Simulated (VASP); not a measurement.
# SiNi (P2_13) in VASP: further runs, part 2 of 2

VASP 6.6.1.

### 4 Single point, PBE+D3(BJ), collinear spin, ferromagnetic start

This run uses another cell than the first one, of 11.10 Å³/atom, 0.972 times its volume.

Input file INCAR:

```
PREC = Accurate
ENCUT = 520
EDIFF = 1E-7
ISMEAR = -1
SIGMA = 0.05
LREAL = False
LASPH = True
NELM = 150
ALGO = Normal
ISIF = 2
LWAVE = False
LCHARG = False
ISPIN = 2
MAGMOM = 1 1 1 1 0 0 0 0
LORBIT = 11
LMAXMIX = 4
GGA = PE
IVDW = 12
NBANDS = 42
```

Input file KPOINTS:

```
regular mesh
0
Gamma
  6 6 6
```

Input file POSCAR:

```
SiNi
1.0
    4.4615098455      0.0000000000      0.0000000000
    0.0000000000      4.4615098455      0.0000000000
    0.0000000000      0.0000000000      4.4615098455
Ni Si
4 4
Direct
    0.1492129405      0.1492129405      0.1492129405
    0.6492129405      0.3507870595      0.8507870595
    0.8507870595      0.6492129405      0.3507870595
    0.3507870595      0.8507870595      0.6492129405
    0.8467411231      0.8467411231      0.8467411231
    0.3467411231      0.6532588769      0.1532588769
    0.1532588769      0.3467411231      0.6532588769
    0.6532588769      0.1532588769      0.3467411231
```

Run with:

```bash
$ cat potpaw_PBE.64/Ni/POTCAR potpaw_PBE.64/Si/POTCAR > POTCAR
$ mpirun -np 1 vasp_std > vasp.out
```

Run time: 2.1 min. Hardware: 1 thread of Intel Xeon Platinum 8488C (Sapphire Rapids), shared host; peak memory 0.31 GiB.

It converged, with:

| Property | Result |
| --- | --- |
| Free energy | -50.8105 eV |
| Pressure | 0.0 GPa |
| Band gap on the k mesh | zero (filled and empty bands overlap) |
| Net moment | 0.00 μB per cell |
| Valence electrons inside the program's atomic spheres | Ni 9.61; Si 1.60 |
| Dispersion energy per atom | -0.507 eV |

Forces in eV/Å, atoms in the order of the input:
```
Ni  -0.001 -0.001 -0.001
Ni  -0.001  0.001  0.001
Ni   0.001 -0.001  0.001
Ni   0.001  0.001 -0.001
Si   0.001  0.001  0.001
Si   0.001 -0.001 -0.001
Si  -0.001  0.001 -0.001
Si  -0.001 -0.001  0.001
```

Levels at points of the mesh, in eV from the Fermi level:
Spin up:
```
           k point  band 26  band 27  band 28  band 29  band 30  band 31
(0.00, 0.00, 0.00)    -1.66    -1.66     1.05     1.05     1.05     1.40
(0.50, 0.00, 0.00)    -2.05    -0.63    -0.63    -0.18    -0.18     2.83
(0.50, 0.50, 0.00)    -1.57    -1.00    -1.00     0.38     0.38     0.90
(0.50, 0.50, 0.50)    -1.83    -1.83    -1.83     4.32     4.32     4.32
```
Spin down:
```csv
k point,band 26,band 27,band 28,band 29,band 30,band 31
"(0.00, 0.00, 0.00)",-1.66,-1.66,1.05,1.05,1.05,1.40
"(0.50, 0.00, 0.00)",-2.05,-0.63,-0.63,-0.18,-0.18,2.83
"(0.50, 0.50, 0.00)",-1.57,-1.00,-1.00,0.38,0.38,0.90
"(0.50, 0.50, 0.50)",-1.83,-1.83,-1.83,4.32,4.32,4.32
```

Caveat: pairwise dispersion overbinds metals, which lowers pressure and volume.

### 5 Single point, PBEsol+D4, collinear spin, ferromagnetic start

This run uses another cell than the first one, of 10.94 Å³/atom, 0.958 times its volume.

Input file INCAR:

```
SYSTEM = SiNi
  PREC = Accurate
  ENCUT = 520
  EDIFF = 1E-7
  ISMEAR = -1
  SIGMA = 0.05
  LREAL = .False.
  LASPH = .True.
  NELM = 150
  ALGO = Normal
  ISIF = 2
  LWAVE = .False.
  LCHARG = .True.
  ISPIN = 2
  MAGMOM = 1 1 1 1 0 0 0 0
  LORBIT = 11
  LMAXMIX = 4
  GGA = PS
  IVDW = 13
  LELF = .True.
  LVHAR = .True.
  NBANDS = 42
```

Input file KPOINTS:

```
regular mesh
0
Gamma
  6 6 6
  0 0 0
```

Input file POSCAR:

```
SiNi
1.0
    4.4395629141      0.0000000000      0.0000000000
    0.0000000000      4.4395629141      0.0000000000
    0.0000000000      0.0000000000      4.4395629141
Ni Si
4 4
Direct
    0.1491961995      0.1491961995      0.1491961995
    0.6491961995      0.3508038005      0.8508038005
    0.8508038005      0.6491961995      0.3508038005
    0.3508038005      0.8508038005      0.6491961995
    0.8465930390      0.8465930390      0.8465930390
    0.3465930390      0.6534069610      0.1534069610
    0.1534069610      0.3465930390      0.6534069610
    0.6534069610      0.1534069610      0.3465930390
```

Run with:

```bash
$ cat potpaw_PBE.64/Ni/POTCAR potpaw_PBE.64/Si/POTCAR > POTCAR
$ mpirun -np 1 vasp_std > vasp.out
```

It took 2.8 min on 1 thread of Intel Xeon 6975P-C, shared host; peak memory 0.3 GiB.

It converged, with:

| Property | Result |
| --- | --- |
| Free energy | -53.9467 eV |
| Pressure | 0.2 GPa |
| Largest force | 0.005 eV/Å |
| Band gap on the k mesh | zero (filled and empty bands overlap) |
| Net moment | 0.00 μB per cell |
| Valence electrons inside the program's atomic spheres | Ni 9.66; Si 1.61 |
| Dispersion energy per atom | -0.298 eV |

Forces in eV/Å, atoms in the order of the input:
```
Ni   0.003  0.003  0.003
Ni   0.003 -0.003 -0.003
Ni  -0.003  0.003 -0.003
Ni  -0.003 -0.003  0.003
Si   0.002  0.002  0.002
Si   0.002 -0.002 -0.002
Si  -0.002  0.002 -0.002
Si  -0.002 -0.002  0.002
```

Levels at points of the mesh, in eV from the Fermi level:
Spin up:
```tsv
k point	band 26	band 27	band 28	band 29	band 30	band 31
(0.00, 0.00, 0.00)	-1.71	-1.71	1.09	1.09	1.09	1.41
(0.50, 0.00, 0.00)	-2.12	-0.66	-0.66	-0.18	-0.18	2.85
(0.50, 0.50, 0.00)	-1.63	-1.02	-1.02	0.39	0.39	0.90
(0.50, 0.50, 0.50)	-1.89	-1.89	-1.89	4.39	4.39	4.39
```
Spin down:
```
           k point  band 25  band 26  band 27  band 28  band 29  band 30  band 31  band 32
(0.00, 0.00, 0.00)    -1.71    -1.71    -1.71     1.09     1.09     1.09     1.41     1.41
(0.50, 0.00, 0.00)    -2.12    -2.12    -0.66    -0.66    -0.18    -0.18     2.85     2.85
(0.50, 0.50, 0.00)    -1.63    -1.63    -1.02    -1.02     0.39     0.39     0.90     0.90
(0.50, 0.50, 0.50)    -1.89    -1.89    -1.89    -1.89     4.39     4.39     4.39     4.39
```

Caveat: the PAW data sets were made with another functional, which shifts forces and pressure a little; pairwise dispersion overbinds metals, which lowers pressure and volume.

### 6 Single point, PBEsol, collinear spin, ferromagnetic start

Input file INCAR:

```
SYSTEM = SiNi
ALGO = Normal
EDIFF = 1E-6
ENCUT = 520
GGA = PS
ISIF = 2
ISMEAR = -1
ISPIN = 2
LASPH = .True.
LCHARG = .False.
LMAXMIX = 4
LORBIT = 11
LREAL = .False.
LWAVE = .False.
MAGMOM = 2 2 2 2 0 0 0 0
NBANDS = 42
NELM = 150
NUPDOWN = 8.0
PREC = Accurate
SIGMA = 0.05
```

Input file KPOINTS:

```
k-points
0
Gamma
  5 5 5
  0 0 0
```

Input file POSCAR:

```
SiNi
1.0
    4.5036940000      0.0000000000      0.0000000000
    0.0000000000      4.5036940000      0.0000000000
    0.0000000000      0.0000000000      4.5036940000
Ni Si
4 4
Direct
    0.1495040000      0.1495040000      0.1495040000
    0.6495040000      0.3504960000      0.8504960000
    0.8504960000      0.6495040000      0.3504960000
    0.3504960000      0.8504960000      0.6495040000
    0.8468300000      0.8468300000      0.8468300000
    0.3468300000      0.6531700000      0.1531700000
    0.1531700000      0.3468300000      0.6531700000
    0.6531700000      0.1531700000      0.3468300000
```

Potentials or basis: VASP PAW PBE potentials, release 64 (Ni, Si).

Run with:

```bash
$ cat potpaw_PBE.64/Ni/POTCAR potpaw_PBE.64/Si/POTCAR > POTCAR
$ mpirun -np 1 vasp_std > vasp.out
```

It took 79 s on 1 thread of Intel Xeon 6975P-C, shared host; peak memory 0.26 GiB.

It converged, with:

| Property | Result |
| --- | --- |
| Free energy | -43.4264 eV |
| Pressure | 16.9 GPa |
| Largest force | 0.212 eV/Å |
| Net moment | 8.00 μB per cell |
| Site moments | Ni +1.30; Si +0.32 μB |
| Valence electrons inside the program's atomic spheres | Ni 9.46; Si 1.63 |

Forces on the atoms (eV/Å):
```
Ni  -0.123 -0.123 -0.123
Ni  -0.123  0.123  0.123
Ni   0.123 -0.123  0.123
Ni   0.123  0.123 -0.123
Si  -0.111 -0.111 -0.111
Si  -0.111  0.111  0.111
Si   0.111 -0.111  0.111
Si   0.111  0.111 -0.111
```

Caveat: the PAW data sets were made with another functional, which shifts forces and pressure a little; the total moment is fixed, so each spin has its own Fermi level.

### 7 The runs side by side

| level | spin | fixed moment (μB) | cell | k mesh | gap on the mesh (eV) | pressure (GPa) | moment (μB) | largest force (eV/Å) |
| --- | --- | --- | --- | --- | --- | --- | --- | --- |
| PBEsol | collinear, zero start | 0.0 | a = 4.504 Å, 8 atoms | 5 × 5 × 5 | - | -4.4 | 0.00 | 0.03 |
| PBEsol+D3(BJ) | collinear, ferromagnetic start | - | a = 4.421 Å, 8 atoms | 6 × 6 × 6 | none | 0.2 | 0.00 | - |
| PBE+D3(BJ) | collinear, ferromagnetic start | - | a = 4.462 Å, 8 atoms | 6 × 6 × 6 | none | 0.0 | 0.00 | - |
| PBEsol+D4 | collinear, ferromagnetic start | - | a = 4.440 Å, 8 atoms | 6 × 6 × 6 | none | 0.2 | 0.00 | 0.01 |
| PBEsol | collinear, ferromagnetic start | 8.0 | a = 4.504 Å, 8 atoms | 5 × 5 × 5 | - | 16.9 | 8.00 | 0.21 |

Alike in all rows: task single point; potentials or basis VASP PAW PBE potentials, release 64 (Ni, Si); cutoff (eV) 520; smearing fermi-dirac 0.05 eV.

Caveats: the PAW data sets were made with another functional, which shifts forces and pressure a little (some runs); pairwise dispersion overbinds metals, which lowers pressure and volume (some runs); the total moment is fixed, so each spin has its own Fermi level (some runs).

Absolute energies hang on the potentials; compare differences alone.
